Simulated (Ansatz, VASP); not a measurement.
## RbAl2 in VASP and in Ansatz

Contents of INCAR:

```
PREC     = Accurate       # precision mode
ENCUT    = 520            # plane-wave cutoff, eV
EDIFF    = 1E-7           # SCF threshold, eV
ISMEAR   = 0              # smearing method
SIGMA    = 0.1            # smearing width, eV
LREAL    = False          # projectors in reciprocal space
LASPH    = True           # aspherical terms in the spheres
NELM     = 100            # most SCF steps
ALGO     = Normal         # electronic algorithm
ISIF     = 2              # what is computed and relaxed
LWAVE    = False          # write WAVECAR
LCHARG   = False          # write CHGCAR
GGA      = PE             # functional
NBANDS   = 14             # bands
```

KPOINTS

```
Automatic mesh
0
Gamma
  4 4 4
```

File POSCAR:

```
RbAl2
1.0
    4.0732046800      0.0000000000      0.0000000000
    0.0000000000      4.0732046800      0.0000000000
    0.0000000000      0.0000000000      4.6589343600
Rb Al
1 2
Direct
    0.5000000000      0.5000000000      0.5000000000
    0.0000000000      0.0000000000      0.1904172800
    0.0000000000      0.0000000000      0.8095827200
```

Input for Ansatz:

```yaml
crystal:
  lattice:
    - [4.07320468, 0.0, 0.0]
    - [0.0, 4.07320468, 0.0]
    - [0.0, 0.0, 4.65893436]
  atoms:
    - { symbol: Rb, position: [0.5, 0.5, 0.5] }
    - { symbol: Al, position: [0.0, 0.0, 0.19041728] }
    - { symbol: Al, position: [0.0, 0.0, 0.80958272] }
basis:
  ecutwfc: 420
kpoints:
  mp_grid: { grid: [4, 4, 4] }
hamiltonian:
  xc: pbe
scf:
  occupations: { method: gaussian, width: 0.1 }
  lower_state_search: "off"
output:
  forces: true
  stress: true
  eigenvalues: true
```

Alike in both runs: task single point; functional PBE; k mesh 4 × 4 × 4; occupations gaussian, width 0.1 eV; no spin polarisation.

```csv
,VASP,Ansatz
version,VASP 6.6.1,Ansatz 0.2.0
potentials or method,"VASP PAW PBE potentials, release 64 (Rb_sv, Al), cutoff 520 eV","scalar-relativistic, plane waves, PAW"
valence electrons in the cell,15,15
```

|  | VASP | Ansatz | Ansatz less VASP |
| --- | --- | --- | --- |
| gap on the k mesh at the Fermi level (eV) | none | none | - |
| pressure (GPa) | 24.6 | 24.6 | -0.01 |
| traceless stress, the component that is largest in VASP (GPa) | 28.23 | 28.31 | +0.085 |
| rms of the force components (eV/Å) | 7.086 | 7.113 | +0.0267 |

Atom by atom the forces differ by 0.027 eV/Å (rms over components). A gap of «none» marks a metal or a gap that the smearing closes.

The k mesh is coarse, so the values compare programs but aren't converged.
